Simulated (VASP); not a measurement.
Input of a VASP 6.6.1 run:

Contents of INCAR:

```
  PREC = Accurate
  ENCUT = 520
  EDIFF = 1E-6
  ISMEAR = 0
  SIGMA = 0.1
  LREAL = False
  LASPH = True
  NELM = 80
  ALGO = Normal
  ISIF = 2
  LWAVE = False
  LCHARG = False
  GGA = PS
  NBANDS = 22
```

File KPOINTS:

```
Automatic mesh
0
Gamma
  12 12 10
```

POSCAR

```
LiC6
1.0
    4.2941936857      0.0000000000      0.0000000000
   -2.1470968429      3.7188808206      0.0000000000
    0.0000000000      0.0000000000      3.4646512833
Li C
1 6
Direct
    0.0000000000      0.0000000000      0.0000000000
    0.0000000000      0.3337303555      0.5000000000
    0.6662696445      0.6662696445      0.5000000000
    0.3337303555      0.0000000000      0.5000000000
    0.0000000000      0.6662696445      0.5000000000
    0.3337303555      0.3337303555      0.5000000000
    0.6662696445      0.0000000000      0.5000000000
```

Potentials or basis: VASP PAW PBE potentials, release 64 (Li_sv, C).

The run is started by

```bash
$ cat potpaw_PBE.64/Li_sv/POTCAR potpaw_PBE.64/C/POTCAR > POTCAR
$ mpirun -np 1 vasp_std > vasp.out
```

**Question.** Estimate the largest force.

**Answer.** 0.009 eV/Å.

Forces in eV/Å, atoms in the order of the input:
```
Li   0.000  0.000  0.000
C   -0.004  0.008  0.000
C   -0.004 -0.008  0.000
C    0.009  0.000  0.000
C    0.004 -0.008  0.000
C    0.004  0.008  0.000
C   -0.009  0.000  0.000
```

Caveat: the PAW data sets were made with another functional, which shifts forces and pressure a little.
